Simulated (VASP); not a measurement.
# Al2Ru (I4/mmm) in VASP: notebook

Runs on Al2Ru. Level: PBEsol. Tasks: single point.

All numbers are computed with VASP 6.6.1; they aren't measurements. Logs are shortened: lines on timing, memory, paths and dates and some standing lists are left out, and cuts for length are marked.

## 1. The cell of the first run

It takes space group I4/mmm (No. 139, tetragonal). Conventional cell: a = 3.150 Å, b = 3.150 Å, c = 8.516 Å, α = 90.00°, β = 90.00°, γ = 90.00°. Al (site symmetry 4mm) has 5 Ru at 2.60 to 2.91 Å and 9 Al at 2.70 to 3.15 Å within 3.4 Å. Within 3.4 Å of Ru (site symmetry 4/mmm) lie 10 Al at 2.60 to 2.91 Å and 4 Ru at 3.15 Å.

## 2. Single point, PBEsol (14.09 Å³/atom)

INCAR

```
SYSTEM = Al2Ru
PREC = Accurate
ENCUT = 520
EDIFF = 1E-7
ISMEAR = 0
SIGMA = 0.1
LREAL = .FALSE.
LASPH = .TRUE.
NELM = 60
ALGO = Fast
ISIF = 2
LWAVE = .FALSE.
LCHARG = .TRUE.
GGA = PS
LELF = .TRUE.
LVHAR = .TRUE.
NBANDS = 17
```

KPOINTS

```
regular mesh
0
G
  18 18 18
  0 0 0
```

POSCAR

```
Al2Ru
1.0
   -1.5752458734      1.5752458734      4.2580406792
    1.5752458734     -1.5752458734      4.2580406792
    1.5752458734      1.5752458734     -4.2580406792
Al Ru
2 1
Direct
    0.6583889247      0.6583889247      0.0000000000
    0.3416110753      0.3416110753      0.0000000000
    0.0000000000      0.0000000000      0.0000000000
```

Potentials or basis: VASP PAW PBE potentials, release 64 (Al, Ru_pv).

The run is started by

```
$ cat potpaw_PBE.64/Al/POTCAR potpaw_PBE.64/Ru_pv/POTCAR > POTCAR
$ mpirun -np 1 vasp_std > vasp.out
```

OUTCAR:

```text
SYSTEM = Al2Ru
   PREC = Accurate
   ENCUT = 520
   EDIFF = 1E-7
   ISMEAR = 0
   LREAL = .FALSE.
   LASPH = .TRUE.
   NELM = 60
   ISIF = 2
   GGA = PS

 ion  position               nearest neighbor table
   1  0.658  0.658  0.000-   3 2.60   3 2.60   3 2.60   3 2.60   2 2.70   2 2.72   2 2.72   2 2.72
                             2 2.72   3 2.91
   2  0.342  0.342  0.000-   3 2.60   3 2.60   3 2.60   3 2.60   1 2.70   1 2.72   1 2.72   1 2.72
                             1 2.72   3 2.91
   3  0.000  0.000  0.000-   1 2.60   1 2.60   1 2.60   2 2.60   1 2.60   2 2.60   2 2.60   2 2.60
                             1 2.91   2 2.91

  LATTYP: Found a body centered tetragonal cell.
 ALAT       =     3.1504917468
 C/A-ratio  =     2.7030959110

  Lattice vectors:

 A1 = (  -1.5752458734,   1.5752458734,   4.2580406792)
 A2 = (   1.5752458734,  -1.5752458734,   4.2580406792)
 A3 = (   1.5752458734,   1.5752458734,  -4.2580406792)

Analysis of symmetry for initial positions (statically):
=====================================================================
 Subroutine PRICEL returns:
 Original cell was already a primitive cell.

 Routine SETGRP: Setting up the symmetry group for a
 body centered tetragonal supercell.

 Subroutine GETGRP returns: Found 16 space group operations
 (whereof 16 operations were pure point group operations)
 out of a pool of 16 trial point group operations.

The static configuration has the point symmetry D_4h.

Analysis of symmetry for dynamics (positions and initial velocities):
=====================================================================
 Subroutine PRICEL returns:
 Original cell was already a primitive cell.

 Routine SETGRP: Setting up the symmetry group for a
 body centered tetragonal supercell.

 Subroutine GETGRP returns: Found 16 space group operations
 (whereof 16 operations were pure point group operations)
 out of a pool of 16 trial point group operations.

The dynamic configuration has the point symmetry D_4h.

 Subroutine INISYM returns: Found 16 space group operations
 (whereof 16 operations are pure point group operations),
 and found     1 'primitive' translations

----------------------------------------------------------------------------------------

                                     Primitive cell

  volume of cell :      42.2636

  direct lattice vectors                    reciprocal lattice vectors
    -1.575245873  1.575245873  4.258040679     0.000000000  0.317410766  0.117424900
     1.575245873 -1.575245873  4.258040679     0.317410766  0.000000000  0.117424900
     1.575245873  1.575245873 -4.258040679     0.317410766  0.317410766  0.000000000

  length of vectors
     4.805591488  4.805591488  4.805591488     0.338434930  0.338434930  0.448886611

  position of ions in fractional coordinates (direct lattice)
     0.658388925  0.658388925  0.000000000
     0.341611075  0.341611075  0.000000000
     0.000000000  0.000000000  0.000000000

  ion indices of the primitive-cell ions
   primitive index   ion index
                 1           1
                 2           2
                 3           3

----------------------------------------------------------------------------------------

 KPOINTS: regular mesh

Automatic generation of k-mesh.
 Grid dimensions read from file:
 generate k-points for:   18   18   18

 Generating k-lattice:

  Cartesian coordinates                     Fractional coordinates (reciprocal lattice)
     0.000000000  0.017633931  0.006523606     0.055555556  0.000000000  0.000000000
     0.017633931  0.000000000  0.006523606     0.000000000  0.055555556  0.000000000
     0.017633931  0.017633931  0.000000000     0.000000000  0.000000000  0.055555556

  Length of vectors
     0.018801941  0.018801941  0.024938145

  Shift w.r.t. Gamma in fractional coordinates (k-lattice)
     0.000000000  0.000000000  0.000000000

 Subroutine IBZKPT returns following result:
 ===========================================

 Found    480 irreducible k-points:

 Following reciprocal coordinates:
            Coordinates               Weight
  0.000000  0.000000  0.000000      1.000000
  0.055556  0.000000 -0.000000      8.000000
  0.111111  0.000000 -0.000000      8.000000
  0.166667  0.000000  0.000000      8.000000
  0.222222  0.000000  0.000000      8.000000
  0.277778  0.000000  0.000000      8.000000
[... 16 lines left out ...]
 -0.277778  0.055556  0.000000     16.000000
 -0.222222  0.055556  0.000000     16.000000
 [... further k-points ...]
   k-points           NKPTS =    480   k-points in BZ     NKDIM =    480   number of bands    NBANDS=     17
   number of dos      NEDOS =    301   number of ions     NIONS =      3
   total plane-waves  NPLWV =  46656
   dimension x,y,z NGX =    36 NGY =   36 NGZ =   36
   dimension x,y,z NGXF=    72 NGYF=   72 NGZF=   72
   ions per type =               2   1
   NGX,Y,Z   is equivalent  to a cutoff of  12.45, 12.45, 12.45 a.u.
   NGXF,Y,Z  is equivalent  to a cutoff of  24.91, 24.91, 24.91 a.u.
 SYSTEM =  Al2Ru
   PREC   = accura    normal or accurate (medium, high low for compatibility)
   ISTART =      0    job   : 0-new  1-cont  2-samecut
   ICHARG =      2    charge: 1-file 2-atom 10-const
   ISPIN  =      1    spin polarized calculation?
   LNONCOLLINEAR =      F non collinear calculations
   LSORBIT =      F    spin-orbit coupling
   LASPH  =      T    aspherical Exc in radial PAW
   ENCUT  =  520.0 eV  38.22 Ry    6.18 a.u.   8.94  8.94  8.94*2*pi/ulx,y,z
   NELM   =     60;   NELMIN=  2; NELMDL= -5     # of ELM steps
   EDIFF  = 0.1E-06   stopping-criterion for ELM
   LREAL  =      F    real-space projection
   EDIFFG = 0.1E-05   stopping-criterion for IOM
   NSW    =      0    number of steps for IOM
   IBRION =     -1    ionic relax: 0-MD 1-quasi-New 2-CG
   NFREE  =      0    steps in history (QN), initial steepest desc. (CG)
   ISIF   =      2    stress and relaxation
   ISYM   =      2    0-nonsym 1-usesym 2-fastsym
   POTIM  = 0.5000    time-step for ionic-motion
   TEBEG  =    0.0;   TEEND  =   0.0 temperature during run
   PSTRESS=    0.0 pullay stress
   NELECT =      20.0000    total number of electrons
   NUPDOWN=      -1.0000    fix difference up-down
   EMIN   =  10.00;   EMAX   =-10.00  energy-range for DOS
   EFERMI =   0.00;   METHOD = LEGACY
   ISMEAR =     0;   SIGMA  =   0.10  broadening in eV -4-tet -1-fermi 0-gaus
   EFERMI_NEDOS =   21; number of points for ismear=-14 and -15
   IALGO  =     68    algorithm
   IMIX   =      4    mixing-type and parameters
     AMIX     =   0.40;   BMIX     =  1.00
     AMIX_MAG =   1.60;   BMIX_MAG =  1.00
  volume/ion in A,a.u.               =      14.09        95.07
  Fermi-wavevector in a.u.,A,eV,Ry     =   1.275741  2.410802 22.143703  1.627516
  Thomas-Fermi vector in A             =   2.408437
   LORBIT       =      0    0 simple, 1 ext, 2 COOP (PROOUT), +10 PAW based schemes
   GGA     = PS    functional components
   LHFCALC =     F    Hartree Fock is set to
   AEXX    =    0.0000 exact exchange contribution
   IVDW    =     0    specifies the selected vdW correction
   LEPSILON=     F    determine dielectric tensor
   LRPA    =     F    only Hartree local field effects (RPA)
 non-spin polarized calculation
 RMM-DIIS sequential band-by-band and
 Gauss-broadening in eV      SIGMA  =   0.10
  energy-cutoff  :      520.00
  volume of cell :       42.26
 maximum number of plane-waves:      1164
   NGX = 17   NGY = 17   NGZ = 17

 number of electron      19.9999998 magnetization

 Free energy of the ion-electron system (eV)
  ---------------------------------------------------
  ext. energy  EPLUGINS =         0.00000000
  ---------------------------------------------------
  free energy    TOTEN  =       -20.31070544 eV

  energy without entropy =      -20.30919093  energy(sigma->0) =      -20.30994818

 E-fermi :  10.1673     XC(G=0): -11.8922

 val. band max:       10.1615957449   @ k =   0.5000   0.5000   0.1667
 cond. band min:      10.1789003457   @ k =  -0.2778   0.1667   0.0556
 fundamental gap:      0.0173046008
 Fermi energy:        10.1672600391

 k-point     1 :       0.0000    0.0000    0.0000
  band No.  band energies     occupation
      1     -32.4010      2.00000
      2     -32.4010      2.00000
      3     -32.3064      2.00000
      4      -0.5754      2.00000
      5       4.8653      2.00000
      6       6.4496      2.00000
[... 9 lines left out ...]
     16      16.2780      0.00000
     17      17.6803      0.00000

 k-point     2 :       0.0556    0.0000   -0.0000
  band No.  band energies     occupation
      1     -32.4046      2.00000
      2     -32.4006      2.00000
      3     -32.3060      2.00000
      4      -0.5185      2.00000
      5       4.8901      2.00000
      6       6.4690      2.00000
[... 9 lines left out ...]
     16      16.5379      0.00000
     17      18.2293      0.00000

 k-point     3 :       0.1111    0.0000   -0.0000
  band No.  band energies     occupation
      1     -32.4150      2.00000
      2     -32.3997      2.00000
      3     -32.3051      2.00000
      4      -0.3490      2.00000
      5       4.9599      2.00000
      6       6.5208      2.00000
[... 9 lines left out ...]
     16      17.0263      0.00000
     17      19.3356      0.00000

 k-point     4 :       0.1667    0.0000    0.0000
  band No.  band energies     occupation
      1     -32.4311      2.00000
      2     -32.3983      2.00000
      3     -32.3035      2.00000
      4      -0.0698      2.00000
      5       5.0587      2.00000
      6       6.5722      2.00000
[... 9 lines left out ...]
     16      17.6766      0.00000
     17      20.5495      0.00000
[... 343 lines left out ...]
      1     -32.4905      2.00000
      2     -32.3967      2.00000
      3     -32.2974      2.00000
      4       1.3398      2.00000
      5       5.1538      2.00000
      6       6.1448      2.00000
[... 9 lines left out ...]
     16      19.2201      0.00000
     17      19.9460      0.00000

 k-point    23 :      -0.2778    0.0556    0.0000
  band No.  band energies     occupation
      1     -32.4710      2.00000
      2     -32.3984      2.00000
      3     -32.2993      2.00000
      4       0.7838      2.00000
      5       5.3521      2.00000
      6       6.2486      2.00000
[... 9 lines left out ...]
     16      18.7018      0.00000
     17      20.3784      0.00000

 k-point    24 :      -0.2222    0.0556    0.0000
  band No.  band energies     occupation
      1     -32.4503      2.00000
      2     -32.4002      2.00000
      3     -32.3012      2.00000
      4       0.3157      2.00000
      5       5.3248      2.00000
      6       6.4890      2.00000
[... 9 lines left out ...]
     16      18.2312      0.00000
     17      20.9656      0.00000

 [... further k-points ...]

------------------------ aborting loop because EDIFF is reached ----------------------------------------

  FORCE on cell =-STRESS in cart. coord.  units (eV):
  Direction    XX          YY          ZZ          XY          YZ          ZX
  --------------------------------------------------------------------------------------
  -------------------------------------------------------------------------------------
  Total       -1.2860238     -1.2860238     -1.2825763      0.0000000     -0.0000000     -0.0000000
  in kB      -48.7520738    -48.7520738    -48.6213800      0.0000000     -0.0000000     -0.0000000
  external PRESSURE =     -48.7085092 kB  Pullay stress =       0.0000000 kB

 VOLUME and BASIS-vectors are now :
 -----------------------------------------------------------------------------
  energy-cutoff  :      520.00
  volume of cell :       42.26
      direct lattice vectors                 reciprocal lattice vectors
    -1.575245873  1.575245873  4.258040679     0.000000000  0.317410766  0.117424900
     1.575245873 -1.575245873  4.258040679     0.317410766  0.000000000  0.117424900
     1.575245873  1.575245873 -4.258040679     0.317410766  0.317410766  0.000000000

 POSITION                                       TOTAL-FORCE (eV/Angst)
 -----------------------------------------------------------------------------------
      0.00000      0.00000      5.60689        -0.000000     -0.000000      0.001426
      0.00000      0.00000      2.90919         0.000000      0.000000     -0.001426
      0.00000      0.00000      0.00000         0.000000      0.000000     -0.000000
 -----------------------------------------------------------------------------------
    total drift:                               -0.000000      0.000000      0.000000

  FREE ENERGIE OF THE ION-ELECTRON SYSTEM (eV)
  ---------------------------------------------------
  free  energy   TOTEN  =       -20.3107054369 eV

  energy  without entropy=      -20.3091909305  energy(sigma->0) =      -20.30994818
```

Wall time 6.5 min (1 thread of AMD EPYC 9R45 (Zen 5), shared host); peak memory 0.44 GiB.

Results:

```
Free energy            : -20.3107 eV
Pressure               : -4.9 GPa
Band gap on the k mesh : zero (bands 10 and 11 overlap by 0.19 eV)
```

Levels at points of the mesh, in eV from the Fermi level:
```tsv
k point	band 7	band 8	band 9	band 10	band 11	band 12	band 13	band 14
(0.00, 0.00, 0.00)	-1.97	-1.94	-1.94	-0.97	2.29	4.72	5.95	5.95
(0.50, 0.00, 0.00)	-2.84	-2.71	-2.51	-1.39	0.52	2.92	5.04	6.90
(0.50, 0.50, 0.00)	-3.32	-3.00	-1.29	-0.37	0.22	1.72	1.98	4.73
(0.50, 0.50, 0.50)	-2.53	-1.52	-1.52	-0.94	3.08	3.08	6.28	6.35
```

Caveat: the cell stands under tension; the PAW data sets were made with another functional, which shifts forces and pressure a little.

## 3. Single point, PBEsol

This run uses another cell than the first one, of 13.68 Å³/atom.

INCAR

```
PREC = Accurate
ENCUT = 500
EDIFF = 1E-6
ISMEAR = 0
SIGMA = 0.15
LREAL = F
LASPH = T
NELM = 120
ALGO = Normal
ISIF = 2
LWAVE = F
LCHARG = T
GGA = PS
LELF = T
LVHAR = T
NBANDS = 17
GGA_COMPAT = F
```

KPOINTS

```
regular mesh
0
Gamma
  16 16 16
```

POSCAR

```
Al2Ru
1.0
   -1.5606788835      1.5606788835      4.2115520667
    1.5606788835     -1.5606788835      4.2115520667
    1.5606788835      1.5606788835     -4.2115520667
Al Ru
2 1
Direct
    0.6590760827      0.6590760827      0.0000000000
    0.3409239173      0.3409239173      0.0000000000
    0.0000000000      0.0000000000      0.0000000000
```

Potentials or basis: VASP PAW PBE potentials, release 64 (Al, Ru_pv).

The run is started by

```
$ cat potpaw_PBE.64/Al/POTCAR potpaw_PBE.64/Ru_pv/POTCAR > POTCAR
$ mpirun -np 1 vasp_std > vasp.out
```

It took 15 min on 1 thread of AMD EPYC 7R13, shared host; peak memory 0.34 GiB.

The run converged. Its results:

```yaml
Free_energy: -20.3302 eV
Pressure: 0.1 GPa
Band_gap_on_the_k_mesh: zero (bands 10 and 11 overlap by 0.13 eV)
```

Levels at points of the mesh, in eV from the Fermi level:
```tsv
k point	band 7	band 8	band 9	band 10	band 11	band 12	band 13	band 14
(0.00, 0.00, 0.00)	-1.98	-1.98	-1.93	-0.95	2.44	4.67	6.12	6.12
(0.50, 0.00, 0.00)	-2.92	-2.73	-2.55	-1.41	0.59	3.09	5.14	7.00
(0.50, 0.50, 0.00)	-3.41	-3.08	-1.26	-0.34	0.28	1.85	2.05	4.80
(0.50, 0.50, 0.50)	-2.61	-1.54	-1.54	-0.93	3.15	3.15	6.32	6.54
```

Caveat: the PAW data sets were made with another functional, which shifts forces and pressure a little.
